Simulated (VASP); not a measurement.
# Al2Au (Fm-3m) in VASP: further runs

Runs on Al2Au. Level: PBE. Tasks: single point, relaxation of cell and atoms.

Program: VASP 6.6.1. These are calculated values, not measurements. Logs are shortened: lines on timing, memory, paths and dates and some standing lists are left out, and cuts for length are marked.

### 1 The cell of the first run

Symmetry: Fm-3m, No. 225, cubic system. Conventional cell: a = 5.791 Å, b = 5.791 Å, c = 5.791 Å, α = 90.00°, β = 90.00°, γ = 90.00°. Al (site symmetry -43m) has 4 Au at 2.51 Å and 6 Al at 2.90 Å within 3.3 Å. Within 3.3 Å of Au (site symmetry m-3m) lie 8 Al at 2.51 Å.

### 2 Single point, PBE (strained)

Contents of INCAR:

```
SYSTEM = Al2Au
ALGO = Normal
EDIFF = 1E-6
ENCUT = 520
GGA = PE
ISIF = 2
ISMEAR = 0
LASPH = .TRUE.
LCHARG = .TRUE.
LELF = .TRUE.
LREAL = .FALSE.
LVHAR = .TRUE.
LWAVE = .FALSE.
NBANDS = 16
NELM = 80
PREC = Accurate
SIGMA = 0.1
```

Contents of KPOINTS:

```
k-points
0
G
  12 12 12
  0 0 0
```

Contents of POSCAR:

```
Al2Au
1.0
    0.0000000000      2.8956900000      2.8956900000
    2.8956900000      0.0000000000      2.8956900000
    2.8956900000      2.8956900000      0.0000000000
Al Au
2 1
Direct
    0.2500000000      0.2500000000      0.2500000000
    0.7500000000      0.7500000000      0.7500000000
    0.0000000000      0.0000000000      0.0000000000
```

Potentials or basis: VASP PAW PBE potentials, release 64 (Al, Au).

Launch:

```bash
$ cat potpaw_PBE.64/Al/POTCAR potpaw_PBE.64/Au/POTCAR > POTCAR
$ mpirun -np 1 vasp_std > vasp.out
```

OUTCAR:

```text
SYSTEM = Al2Au
   EDIFF = 1E-6
   ENCUT = 520
   GGA = PE
   ISIF = 2
   ISMEAR = 0
   LASPH = .TRUE.
   LREAL = .FALSE.
   NELM = 80
   PREC = Accurate

 ion  position               nearest neighbor table
   1  0.250  0.250  0.250-   3 2.51   3 2.51   3 2.51   3 2.51   2 2.90   2 2.90   2 2.90   2 2.90
                             2 2.90   2 2.90
   2  0.750  0.750  0.750-   3 2.51   3 2.51   3 2.51   3 2.51   1 2.90   1 2.90   1 2.90   1 2.90
                             1 2.90   1 2.90
   3  0.000  0.000  0.000-   2 2.51   2 2.51   2 2.51   1 2.51   2 2.51   1 2.51   1 2.51   1 2.51

  LATTYP: Found a face centered cubic cell.
 ALAT       =     5.7913800000

  Lattice vectors:

 A1 = (   0.0000000000,   2.8956900000,   2.8956900000)
 A2 = (   2.8956900000,   0.0000000000,   2.8956900000)
 A3 = (   2.8956900000,   2.8956900000,   0.0000000000)

Analysis of symmetry for initial positions (statically):
=====================================================================
 Subroutine PRICEL returns:
 Original cell was already a primitive cell.

 Routine SETGRP: Setting up the symmetry group for a
 face centered cubic supercell.

 Subroutine GETGRP returns: Found 48 space group operations
 (whereof 48 operations were pure point group operations)
 out of a pool of 48 trial point group operations.

The static configuration has the point symmetry O_h .

Analysis of symmetry for dynamics (positions and initial velocities):
=====================================================================
 Subroutine PRICEL returns:
 Original cell was already a primitive cell.

 Routine SETGRP: Setting up the symmetry group for a
 face centered cubic supercell.

 Subroutine GETGRP returns: Found 48 space group operations
 (whereof 48 operations were pure point group operations)
 out of a pool of 48 trial point group operations.

The dynamic configuration has the point symmetry O_h .

 Subroutine INISYM returns: Found 48 space group operations
 (whereof 48 operations are pure point group operations),
 and found     1 'primitive' translations

----------------------------------------------------------------------------------------

                                     Primitive cell

  volume of cell :      48.5608

  direct lattice vectors                    reciprocal lattice vectors
     0.000000000  2.895690000  2.895690000    -0.172670417  0.172670417  0.172670417
     2.895690000  0.000000000  2.895690000     0.172670417 -0.172670417  0.172670417
     2.895690000  2.895690000  0.000000000     0.172670417  0.172670417 -0.172670417

  length of vectors
     4.095124070  4.095124070  4.095124070     0.299073935  0.299073935  0.299073935

  position of ions in fractional coordinates (direct lattice)
     0.250000000  0.250000000  0.250000000
     0.750000000  0.750000000  0.750000000
     0.000000000  0.000000000  0.000000000

  ion indices of the primitive-cell ions
   primitive index   ion index
                 1           1
                 2           2
                 3           3

----------------------------------------------------------------------------------------

 KPOINTS: k-points

Automatic generation of k-mesh.
 Grid dimensions read from file:
 generate k-points for:   12   12   12

 Generating k-lattice:

  Cartesian coordinates                     Fractional coordinates (reciprocal lattice)
    -0.014389201  0.014389201  0.014389201     0.083333333  0.000000000  0.000000000
     0.014389201 -0.014389201  0.014389201     0.000000000  0.083333333  0.000000000
     0.014389201  0.014389201 -0.014389201     0.000000000  0.000000000  0.083333333

  Length of vectors
     0.024922828  0.024922828  0.024922828

  Shift w.r.t. Gamma in fractional coordinates (k-lattice)
     0.000000000  0.000000000  0.000000000

 Subroutine IBZKPT returns following result:
 ===========================================

 Found     72 irreducible k-points:

 Following reciprocal coordinates:
            Coordinates               Weight
  0.000000  0.000000  0.000000      1.000000
  0.083333  0.000000  0.000000      8.000000
  0.166667  0.000000  0.000000      8.000000
  0.250000  0.000000  0.000000      8.000000
  0.333333  0.000000  0.000000      8.000000
  0.416667  0.000000  0.000000      8.000000
[... 16 lines left out ...]
  0.500000  0.166667  0.000000     24.000000
 -0.416667  0.166667  0.000000     24.000000
 [... further k-points ...]
   k-points           NKPTS =     72   k-points in BZ     NKDIM =     72   number of bands    NBANDS=     16
   number of dos      NEDOS =    301   number of ions     NIONS =      3
   total plane-waves  NPLWV =  27000
   dimension x,y,z NGX =    30 NGY =   30 NGZ =   30
   dimension x,y,z NGXF=    60 NGYF=   60 NGZF=   60
   ions per type =               2   1
   NGX,Y,Z   is equivalent  to a cutoff of  12.18, 12.18, 12.18 a.u.
   NGXF,Y,Z  is equivalent  to a cutoff of  24.36, 24.36, 24.36 a.u.
 SYSTEM =  Al2Au
   PREC   = accura    normal or accurate (medium, high low for compatibility)
   ISTART =      0    job   : 0-new  1-cont  2-samecut
   ICHARG =      2    charge: 1-file 2-atom 10-const
   ISPIN  =      1    spin polarized calculation?
   LNONCOLLINEAR =      F non collinear calculations
   LSORBIT =      F    spin-orbit coupling
   LASPH  =      T    aspherical Exc in radial PAW
   ENCUT  =  520.0 eV  38.22 Ry    6.18 a.u.   7.61  7.61  7.61*2*pi/ulx,y,z
   NELM   =     80;   NELMIN=  2; NELMDL= -5     # of ELM steps
   EDIFF  = 0.1E-05   stopping-criterion for ELM
   LREAL  =      F    real-space projection
   EDIFFG = 0.1E-04   stopping-criterion for IOM
   NSW    =      0    number of steps for IOM
   IBRION =     -1    ionic relax: 0-MD 1-quasi-New 2-CG
   NFREE  =      0    steps in history (QN), initial steepest desc. (CG)
   ISIF   =      2    stress and relaxation
   ISYM   =      2    0-nonsym 1-usesym 2-fastsym
   POTIM  = 0.5000    time-step for ionic-motion
   TEBEG  =    0.0;   TEEND  =   0.0 temperature during run
   PSTRESS=    0.0 pullay stress
   NELECT =      17.0000    total number of electrons
   NUPDOWN=      -1.0000    fix difference up-down
   EMIN   =  10.00;   EMAX   =-10.00  energy-range for DOS
   EFERMI =   0.00;   METHOD = LEGACY
   ISMEAR =     0;   SIGMA  =   0.10  broadening in eV -4-tet -1-fermi 0-gaus
   EFERMI_NEDOS =   21; number of points for ismear=-14 and -15
   IALGO  =     38    algorithm
   IMIX   =      4    mixing-type and parameters
     AMIX     =   0.40;   BMIX     =  1.00
     AMIX_MAG =   1.60;   BMIX_MAG =  1.00
  volume/ion in A,a.u.               =      16.19       109.23
  Fermi-wavevector in a.u.,A,eV,Ry     =   1.153796  2.180359 18.112694  1.331245
  Thomas-Fermi vector in A             =   2.290437
   LORBIT       =      0    0 simple, 1 ext, 2 COOP (PROOUT), +10 PAW based schemes
   GGA     = PE    functional components
   LHFCALC =     F    Hartree Fock is set to
   AEXX    =    0.0000 exact exchange contribution
   IVDW    =     0    specifies the selected vdW correction
   LEPSILON=     F    determine dielectric tensor
   LRPA    =     F    only Hartree local field effects (RPA)
 non-spin polarized calculation
 Gauss-broadening in eV      SIGMA  =   0.10
  energy-cutoff  :      520.00
  volume of cell :       48.56
 maximum number of plane-waves:      1323
   NGX = 15   NGY = 15   NGZ = 15

 number of electron      16.9999999 magnetization

 Free energy of the ion-electron system (eV)
  ---------------------------------------------------
  ext. energy  EPLUGINS =         0.00000000
  ---------------------------------------------------
  free energy    TOTEN  =       -11.65029351 eV

  energy without entropy =      -11.64531429  energy(sigma->0) =      -11.64780390

 E-fermi :   9.1081     XC(G=0): -10.9958

 val. band max:        9.0617049780   @ k =   0.3333   0.1667   0.0000
 cond. band min:       9.1522006110   @ k =   0.5000   0.0833   0.0000
 fundamental gap:      0.0904956330
 Fermi energy:         9.1080712984

 k-point     1 :       0.0000    0.0000    0.0000
  band No.  band energies     occupation
      1      -2.2678      2.00000
      2       1.8710      2.00000
      3       1.8710      2.00000
      4       1.8710      2.00000
      5       2.9447      2.00000
      6       2.9447      2.00000
[... 8 lines left out ...]
     15      15.1588      0.00000
     16      15.1588      0.00000

 k-point     2 :       0.0833    0.0000    0.0000
  band No.  band energies     occupation
      1      -2.1686      2.00000
      2       1.8412      2.00000
      3       1.8977      2.00000
      4       1.8977      2.00000
      5       2.9384      2.00000
      6       2.9384      2.00000
[... 8 lines left out ...]
     15      14.8659      0.00000
     16      14.9812      0.00000

 k-point     3 :       0.1667    0.0000    0.0000
  band No.  band energies     occupation
      1      -1.8767      2.00000
      2       1.7669      2.00000
      3       1.9668      2.00000
      4       1.9668      2.00000
      5       2.9299      2.00000
      6       2.9299      2.00000
[... 8 lines left out ...]
     15      14.8079      0.00000
     16      15.3802      0.00000

 k-point     4 :       0.2500    0.0000    0.0000
  band No.  band energies     occupation
      1      -1.4143      2.00000
      2       1.6909      2.00000
      3       2.0478      2.00000
      4       2.0478      2.00000
      5       2.9442      2.00000
      6       2.9442      2.00000
[... 8 lines left out ...]
     15      15.7419      0.00000
     16      16.2124      0.00000
[... 324 lines left out ...]
 k-point    22 :       0.4167    0.1667    0.0000
  band No.  band energies     occupation
      1      -0.2941      2.00000
      2       1.5262      2.00000
      3       2.1908      2.00000
      4       2.2721      2.00000
      5       2.9302      2.00000
      6       3.1457      2.00000
[... 8 lines left out ...]
     15      18.8475      0.00000
     16      19.4554      0.00000

 k-point    23 :       0.5000    0.1667    0.0000
  band No.  band energies     occupation
      1       0.1633      2.00000
      2       1.6787      2.00000
      3       2.2031      2.00000
      4       2.2951      2.00000
      5       3.1227      2.00000
      6       3.1537      2.00000
[... 8 lines left out ...]
     15      18.6440      0.00000
     16      19.8085      0.00000

 k-point    24 :      -0.4167    0.1667    0.0000
  band No.  band energies     occupation
      1       0.2301      2.00000
      2       1.7544      2.00000
      3       2.2519      2.00000
      4       2.2992      2.00000
      5       3.0297      2.00000
      6       3.0631      2.00000
[... 8 lines left out ...]
     15      17.6987      0.00000
     16      18.5209      0.00000

 [... further k-points ...]
[... 5 lines left out ...]
  --------------------------------------------------------------------------------------
  -------------------------------------------------------------------------------------
  Total        5.8841544      5.8841544      5.8841544     -0.0000000     -0.0000000      0.0000000
  in kB      194.1370611    194.1370611    194.1370611     -0.0000000     -0.0000000      0.0000000
  external PRESSURE =     194.1370611 kB  Pullay stress =       0.0000000 kB

 VOLUME and BASIS-vectors are now :
 -----------------------------------------------------------------------------
  energy-cutoff  :      520.00
  volume of cell :       48.56
      direct lattice vectors                 reciprocal lattice vectors
     0.000000000  2.895690000  2.895690000    -0.172670417  0.172670417  0.172670417
     2.895690000  0.000000000  2.895690000     0.172670417 -0.172670417  0.172670417
     2.895690000  2.895690000  0.000000000     0.172670417  0.172670417 -0.172670417

 POSITION                                       TOTAL-FORCE (eV/Angst)
 -----------------------------------------------------------------------------------
      1.44785      1.44785      1.44785        -0.000000     -0.000000     -0.000000
      4.34354      4.34354      4.34354        -0.000000      0.000000      0.000000
      0.00000      0.00000      0.00000         0.000000      0.000000      0.000000
 -----------------------------------------------------------------------------------
    total drift:                                0.000000     -0.000000     -0.000000

  FREE ENERGIE OF THE ION-ELECTRON SYSTEM (eV)
  ---------------------------------------------------
  free  energy   TOTEN  =       -11.6502935127 eV

  energy  without entropy=      -11.6453142894  energy(sigma->0) =      -11.64780390
```

Wall time 65 s (1 thread of AMD EPYC 7R43 (Zen 3), shared host); peak memory 0.16 GiB.

What came out:

```yaml
Free_energy: -11.6503 eV
Pressure: 19.4 GPa
Band_gap_on_the_k_mesh: zero (an odd number of electrons rules out a gap without spin polarisation)
```

Caveat: the cell differs from its parent crystal (strained); the cell stands under pressure; spin-orbit coupling is left out, which moves the levels of the heavy elements.

### 3 Single point, PBE (strained)

Contents of INCAR:

```
SYSTEM = Al2Au
PREC = Accurate
ENCUT = 520
EDIFF = 1E-6
ISMEAR = 0
SIGMA = 0.1
LREAL = .False.
LASPH = .True.
NELM = 80
ALGO = Fast
ISIF = 2
LWAVE = .False.
LCHARG = .True.
GGA = PE
LELF = .True.
LVHAR = .True.
NBANDS = 16
```

Contents of KPOINTS:

```
Automatic mesh
0
Gamma
  12 12 12
  0 0 0
```

Contents of POSCAR:

```
Al2Au
1.0
    0.0000000000      2.9844600000      2.9844600000
    2.9844600000      0.0000000000      2.9844600000
    2.9844600000      2.9844600000      0.0000000000
Al Au
2 1
Direct
    0.2500000000      0.2500000000      0.2500000000
    0.7500000000      0.7500000000      0.7500000000
    0.0000000000      0.0000000000      0.0000000000
```

Potentials or basis: VASP PAW PBE potentials, release 64 (Al, Au).

Launch:

```bash
$ cat potpaw_PBE.64/Al/POTCAR potpaw_PBE.64/Au/POTCAR > POTCAR
$ mpirun -np 1 vasp_std > vasp.out
```

Wall time 88 s (1 thread of AMD EPYC 7R43 (Zen 3), shared host); peak memory 0.18 GiB.

It converged, with:

* Free energy: -11.9875 eV
* Pressure: 5.0 GPa
* Band gap on the k mesh: zero (an odd number of electrons rules out a gap without spin polarisation)

Levels at points of the mesh, in eV from the Fermi level:
| k point | band 7 | band 8 | band 9 | band 10 | band 11 | band 12 |
| --- | --- | --- | --- | --- | --- | --- |
| (0.00, 0.00, 0.00) | 2.34 | 2.95 | 2.95 | 2.95 | 3.97 | 3.97 |
| (0.50, 0.00, 0.00) | -5.52 | 0.34 | 0.34 | 3.31 | 3.71 | 3.85 |
| (0.50, 0.50, 0.00) | -5.08 | -2.16 | -2.16 | 1.34 | 2.09 | 7.64 |

Caveat: the cell differs from its parent crystal (strained); the cell stands under pressure; spin-orbit coupling is left out, which moves the levels of the heavy elements.

[end of part 1 of 2]
